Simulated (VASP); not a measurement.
# Sc (P6_3/mmc) in VASP: notebook

The runs below take Sc through single point, with PBEsol.

Everything below comes from runs of VASP 6.6.1. Logs are shortened: lines on timing, memory, paths and dates and some standing lists are left out, and cuts for length are marked.

**1. The cell of the first run**

It takes space group P6_3/mmc (No. 194, hexagonal). The conventional cell has a = 3.493 Å, b = 3.493 Å, c = 4.727 Å, α = 90.00°, β = 90.00°, γ = 120.00°. Within 4.1 Å of Sc (site symmetry -6m2) lie 12 Sc at 3.11 to 3.49 Å.

**2. Single point, PBEsol**

The input, INCAR:

```
  PREC = Accurate
  ENCUT = 520
  EDIFF = 1E-6
  ISMEAR = 0
  SIGMA = 0.15
  LREAL = F
  LASPH = T
  NELM = 80
  ALGO = Fast
  ISIF = 2
  LWAVE = F
  LCHARG = F
  GGA = PS
  NBANDS = 18
```

The input, KPOINTS:

```
Automatic mesh
0
Gamma
  18 18 10
```

The input, POSCAR:

```
Sc
1.0
    3.4929893850      0.0000000000      0.0000000000
   -1.7464946925      3.0250175426      0.0000000000
    0.0000000000      0.0000000000      4.7270665522
Sc
2
Direct
    0.3333333333      0.6666666667      0.2500000000
    0.6666666667      0.3333333333      0.7500000000
```

Potentials or basis: VASP PAW PBE potentials, release 64 (Sc_sv).

Launch:

```sh
cat potpaw_PBE.64/Sc_sv/POTCAR > POTCAR
mpirun -np 1 vasp_std > vasp.out
```

OUTCAR:

```text
PREC = Accurate
   ENCUT = 520
   EDIFF = 1E-6
   ISMEAR = 0
   LREAL = F
   LASPH = T
   NELM = 80
   ISIF = 2
   GGA = PS

 ion  position               nearest neighbor table
   1  0.333  0.667  0.250-   2 3.11   2 3.11   2 3.11   2 3.11   2 3.11   2 3.11
   2  0.667  0.333  0.750-   1 3.11   1 3.11   1 3.11   1 3.11   1 3.11   1 3.11

  LATTYP: Found a hexagonal cell.
 ALAT       =     3.4929893850
 C/A-ratio  =     1.3533011502

  Lattice vectors:

 A1 = (   3.4929893850,   0.0000000000,   0.0000000000)
 A2 = (  -1.7464946925,   3.0250175426,   0.0000000000)
 A3 = (   0.0000000000,   0.0000000000,   4.7270665522)

Analysis of symmetry for initial positions (statically):
=====================================================================
 Subroutine PRICEL returns:
 Original cell was already a primitive cell.

 Routine SETGRP: Setting up the symmetry group for a
 hexagonal supercell.

 Subroutine GETGRP returns: Found 24 space group operations
 (whereof 12 operations were pure point group operations)
 out of a pool of 24 trial point group operations.

The static configuration has the point symmetry D_3d.
 The point group associated with its full space group is D_6h.

Analysis of symmetry for dynamics (positions and initial velocities):
=====================================================================
 Subroutine PRICEL returns:
 Original cell was already a primitive cell.

 Routine SETGRP: Setting up the symmetry group for a
 hexagonal supercell.

 Subroutine GETGRP returns: Found 24 space group operations
 (whereof 12 operations were pure point group operations)
 out of a pool of 24 trial point group operations.

The dynamic configuration has the point symmetry D_3d.
 The point group associated with its full space group is D_6h.

 Subroutine INISYM returns: Found 24 space group operations
 (whereof 12 operations are pure point group operations),
 and found     1 'primitive' translations

----------------------------------------------------------------------------------------

                                     Primitive cell

  volume of cell :      49.9479

  direct lattice vectors                    reciprocal lattice vectors
     3.492989385  0.000000000  0.000000000     0.286287729  0.165288298  0.000000000
[... 83 lines left out ...]
   LASPH  =      T    aspherical Exc in radial PAW
   ENCUT  =  520.0 eV  38.22 Ry    6.18 a.u.   6.49  6.49  8.79*2*pi/ulx,y,z
   NELM   =     80;   NELMIN=  2; NELMDL= -5     # of ELM steps
   EDIFF  = 0.1E-05   stopping-criterion for ELM
   LREAL  =      F    real-space projection
   EDIFFG = 0.1E-04   stopping-criterion for IOM
   NSW    =      0    number of steps for IOM
   IBRION =     -1    ionic relax: 0-MD 1-quasi-New 2-CG
   NFREE  =      0    steps in history (QN), initial steepest desc. (CG)
   ISIF   =      2    stress and relaxation
   ISYM   =      2    0-nonsym 1-usesym 2-fastsym
   POTIM  = 0.5000    time-step for ionic-motion
   TEBEG  =    0.0;   TEEND  =   0.0 temperature during run
   PSTRESS=    0.0 pullay stress
   NELECT =      22.0000    total number of electrons
   NUPDOWN=      -1.0000    fix difference up-down
   EMIN   =  10.00;   EMAX   =-10.00  energy-range for DOS
   EFERMI =   0.00;   METHOD = LEGACY
   ISMEAR =     0;   SIGMA  =   0.15  broadening in eV -4-tet -1-fermi 0-gaus
   EFERMI_NEDOS =   21; number of points for ismear=-14 and -15
   IALGO  =     68    algorithm
   IMIX   =      4    mixing-type and parameters
     AMIX     =   0.40;   BMIX     =  1.00
     AMIX_MAG =   1.60;   BMIX_MAG =  1.00
  volume/ion in A,a.u.               =      24.97       168.53
  Fermi-wavevector in a.u.,A,eV,Ry     =   1.245595  2.353833 21.109524  1.551506
  Thomas-Fermi vector in A             =   2.379810
   LORBIT       =      0    0 simple, 1 ext, 2 COOP (PROOUT), +10 PAW based schemes
   GGA     = PS    functional components
   LHFCALC =     F    Hartree Fock is set to
   AEXX    =    0.0000 exact exchange contribution
   IVDW    =     0    specifies the selected vdW correction
   LEPSILON=     F    determine dielectric tensor
   LRPA    =     F    only Hartree local field effects (RPA)
 non-spin polarized calculation
 RMM-DIIS sequential band-by-band and
 Gauss-broadening in eV      SIGMA  =   0.15
  energy-cutoff  :      520.00
  volume of cell :       49.95
 maximum number of plane-waves:      1366
 NGX is ok and might be reduce to    28

 number of electron      21.9999998 magnetization

 Free energy of the ion-electron system (eV)
  ---------------------------------------------------
  ext. energy  EPLUGINS =         0.00000000
  ---------------------------------------------------
  free energy    TOTEN  =       -13.06828730 eV

  energy without entropy =      -13.02564844  energy(sigma->0) =      -13.04696787

 E-fermi :   3.4504     XC(G=0):  -9.9247

 val. band max:        3.4452643562   @ k =   0.3333   0.1667   0.4000
 cond. band min:       3.4520051095   @ k =   0.2222   0.1111   0.1000
 fundamental gap:      0.0067407533
 Fermi energy:         3.4503527938

 k-point     1 :       0.0000    0.0000    0.0000
  band No.  band energies     occupation
      1     -45.7740      2.00000
      2     -45.6645      2.00000
      3     -24.7374      2.00000
      4     -24.4141      2.00000
      5     -24.4141      2.00000
      6     -24.2890      2.00000
[... 481 lines left out ...]
      5     -24.4867      2.00000
      6     -24.4435      2.00000
[... 10 lines left out ...]
     17       7.0819      0.00000
     18       7.5023      0.00000

 [... further k-points ...]

------------------------ aborting loop because EDIFF is reached ----------------------------------------

  FORCE on cell =-STRESS in cart. coord.  units (eV):
  Direction    XX          YY          ZZ          XY          YZ          ZX
  --------------------------------------------------------------------------------------
  -------------------------------------------------------------------------------------
  Total       -1.8154030     -1.8154030      1.1178525      0.0000000      0.0000000      0.0000000
  in kB      -58.2326752    -58.2326752     35.8573501      0.0000000      0.0000000      0.0000000
  external PRESSURE =     -26.8693334 kB  Pullay stress =       0.0000000 kB

 VOLUME and BASIS-vectors are now :
 -----------------------------------------------------------------------------
  energy-cutoff  :      520.00
  volume of cell :       49.95
      direct lattice vectors                 reciprocal lattice vectors
     3.492989385  0.000000000  0.000000000     0.286287729  0.165288298  0.000000000
    -1.746494693  3.025017543  0.000000000     0.000000000  0.330576595  0.000000000
     0.000000000  0.000000000  4.727066552     0.000000000  0.000000000  0.211547688

 POSITION                                       TOTAL-FORCE (eV/Angst)
 -----------------------------------------------------------------------------------
     -0.00000      2.01668      1.18177         0.000000     -0.000000      0.000000
      1.74649      1.00834      3.54530        -0.000000      0.000000      0.000000
 -----------------------------------------------------------------------------------
    total drift:                               -0.000000      0.000000     -0.000000

  FREE ENERGIE OF THE ION-ELECTRON SYSTEM (eV)
  ---------------------------------------------------
  free  energy   TOTEN  =       -13.0682873008 eV

  energy  without entropy=      -13.0256484443  energy(sigma->0) =      -13.04696787
```

It took 4.1 min on 1 thread of Intel Xeon Platinum 8259CL at 2.50GHz (Skylake/Cascade Lake), shared host; peak memory 0.29 GiB.

What came out:

- Free energy: -13.0683 eV
- Pressure: -2.7 GPa
- Band gap on the k mesh: zero (bands 11 and 12 overlap by 1.93 eV)

Levels at points of the mesh, in eV from the Fermi level:
| k point | band 6 | band 7 | band 8 | band 9 | band 10 | band 11 | band 12 | band 13 | band 14 | band 15 |
| --- | --- | --- | --- | --- | --- | --- | --- | --- | --- | --- |
| (0.00, 0.00, 0.00) | -27.74 | -27.74 | -27.66 | -5.04 | -1.43 | 1.42 | 1.42 | 1.79 | 1.79 | 1.79 |
| (0.50, 0.00, 0.00) | -27.90 | -27.82 | -27.74 | -1.79 | -1.12 | -0.65 | -0.40 | 0.88 | 1.75 | 2.41 |
| (0.00, 0.00, 0.50) | -27.80 | -27.80 | -27.80 | -3.21 | -3.21 | 1.11 | 1.11 | 1.11 | 1.11 | 1.50 |
| (0.50, 0.00, 0.50) | -27.84 | -27.75 | -27.75 | -1.39 | -1.39 | 0.19 | 0.19 | 1.44 | 1.44 | 2.01 |

Caveat: the stress differs along the axes, from -6 to 4 GPa; the PAW data sets were made with another functional, which shifts forces and pressure a little.

**3. Single point, PBEsol**

This run uses another cell than the first one, of the same volume but with other edges.

The input, INCAR:

```
SYSTEM = Sc
  ALGO = Fast
  EDIFF = 1E-6
  ENCUT = 520
  GGA = PS
  ISIF = 2
  ISMEAR = 0
  LASPH = .True.
  LCHARG = .True.
  LELF = .True.
  LREAL = .False.
  LVHAR = .True.
  LWAVE = .False.
  NBANDS = 18
  NELM = 100
  PREC = Accurate
  SIGMA = 0.15
```

The input, KPOINTS:

```
k-points
0
Gamma
  18 18 10
  0 0 0
```

The input, POSCAR:

```
Sc
1.0
    3.1136980336      0.0000000000      0.0000000000
   -1.5568490168      2.6965415968      0.0000000000
    0.0000000000      0.0000000000      5.9488533602
Sc
2
Direct
    0.3333333333      0.6666666667      0.2500000000
    0.6666666667      0.3333333333      0.7500000000
```

Potentials or basis: VASP PAW PBE potentials, release 64 (Sc_sv).

Launch:

```sh
cat potpaw_PBE.64/Sc_sv/POTCAR > POTCAR
mpirun -np 1 vasp_std > vasp.out
```

Run time: 3.4 min. Hardware: 1 thread of Intel Xeon Platinum 8259CL at 2.50GHz (Skylake/Cascade Lake), shared host; peak memory 0.29 GiB.

Results (log left out):

| Item | Value |
| --- | --- |
| Free energy | -12.9231 eV |
| Pressure | -2.0 GPa |
| Band gap on the k mesh | zero (bands 11 and 12 overlap by 0.57 eV) |

Stress tensor (GPa, compression positive):
```
  2.54   0.00   0.00
  0.00   2.54   0.00
  0.00   0.00 -10.96
```

Levels at points of the mesh, in eV from the Fermi level:
| k point | band 7 | band 8 | band 9 | band 10 | band 11 | band 12 | band 13 | band 14 | band 15 | band 16 |
| --- | --- | --- | --- | --- | --- | --- | --- | --- | --- | --- |
| (0.00, 0.00, 0.00) | -27.71 | -27.71 | -5.14 | -2.19 | -0.62 | 0.72 | 1.67 | 1.67 | 1.87 | 1.87 |
| (0.50, 0.00, 0.00) | -27.84 | -27.81 | -1.44 | -1.11 | -0.83 | 0.21 | 0.69 | 1.20 | 2.08 | 3.62 |
| (0.00, 0.00, 0.50) | -27.72 | -27.72 | -3.99 | -3.99 | 0.18 | 0.18 | 1.72 | 1.72 | 1.72 | 1.72 |
| (0.50, 0.00, 0.50) | -27.83 | -27.83 | -1.48 | -1.48 | -0.20 | -0.20 | 1.33 | 1.33 | 2.75 | 2.75 |

Caveat: the stress differs along the axes, from -11 to 3 GPa; the PAW data sets were made with another functional, which shifts forces and pressure a little.

**4. Single point, PBEsol**

This run uses another cell than the first one, of the same volume but with other edges.

The input, INCAR:

```
SYSTEM = Sc
PREC     = Accurate       ! precision mode
ENCUT    = 520            ! plane-wave cutoff, eV
EDIFF    = 1E-7           ! SCF threshold, eV
ISMEAR   = 0              ! smearing method
SIGMA    = 0.15           ! smearing width, eV
LREAL    = .False.        ! projectors in reciprocal space
LASPH    = .True.         ! aspherical terms in the spheres
NELM     = 100            ! most SCF steps
ALGO     = Fast           ! electronic algorithm
ISIF     = 2              ! what is computed and relaxed
LWAVE    = .False.        ! write WAVECAR
LCHARG   = .False.        ! write CHGCAR
GGA      = PS             ! functional
NBANDS   = 18             ! bands
```

The input, KPOINTS:

```
regular mesh
0
Gamma
  18 18 10
  0 0 0
```

The input, POSCAR:

```
Sc
1.0
    3.4020521397      0.0000000000      0.0000000000
   -1.7010260698      2.9462635780      0.0000000000
    0.0000000000      0.0000000000      4.9831541031
Sc
2
Direct
    0.3333333333      0.6666666667      0.2500000000
    0.6666666667      0.3333333333      0.7500000000
```

Launch:

```sh
cat potpaw_PBE.64/Sc_sv/POTCAR > POTCAR
mpirun -np 1 vasp_std > vasp.out
```

Run time: 5 min. Hardware: 1 thread of Intel Xeon Platinum 8259CL at 2.50GHz (Skylake/Cascade Lake), shared host; peak memory 0.29 GiB.

The run converged. Its results:

```yaml
Free_energy: -13.1832 eV
Pressure: -2.9 GPa
Band_gap_on_the_k_mesh: zero (bands 11 and 12 overlap by 1.72 eV)
```

Stress tensor (GPa, compression positive):
```
-4.34  0.00  0.00
 0.00 -4.34  0.00
 0.00  0.00  0.02
```

Levels at points of the mesh, in eV from the Fermi level:
```
           k point  band 8  band 9  band 10  band 11  band 12  band 13  band 14  band 15
(0.00, 0.00, 0.00)  -27.69   -5.08    -1.52     1.08     1.52     1.52     2.05     2.05
(0.50, 0.00, 0.00)  -27.77   -1.70    -1.07    -0.56    -0.48     1.11     1.48     2.09
(0.00, 0.00, 0.50)  -27.79   -3.42    -3.42     1.20     1.20     1.34     1.34     1.34
(0.50, 0.00, 0.50)  -27.79   -1.44    -1.44     0.13     0.13     1.31     1.31     2.20
```

Caveat: the PAW data sets were made with another functional, which shifts forces and pressure a little.

**5. The runs side by side**

| cell | further INCAR settings | gap on the mesh (eV) | pressure (GPa) |
| --- | --- | --- | --- |
| a = 3.493, b = 3.493, c = 4.727 Å, angles 90.0, 90.0, 120.0°, 2 atoms | ALGO = Fast; EDIFF = 1e-06; NBANDS = 18 | none | -2.7 |
| a = 3.114, b = 3.114, c = 5.949 Å, angles 90.0, 90.0, 120.0°, 2 atoms | ALGO = Fast; EDIFF = 1e-06; NBANDS = 18 | none | -2.0 |
| a = 3.402, b = 3.402, c = 4.983 Å, angles 90.0, 90.0, 120.0°, 2 atoms | ALGO = Fast; EDIFF = 1e-07; NBANDS = 18 | none | -2.9 |

Alike in all rows: task single point; level PBEsol; potentials or basis VASP PAW PBE potentials, release 64 (Sc_sv); no spin polarisation; k mesh 18 × 18 × 10; cutoff (eV) 520; smearing gaussian 0.15 eV.

Caveats: the PAW data sets were made with another functional, which shifts forces and pressure a little; the stress differs along the axes, from -6 to 4 GPa (at least some runs); the stress differs along the axes, from -11 to 3 GPa (at least some runs).

Absolute energies hang on the potentials; compare differences alone.
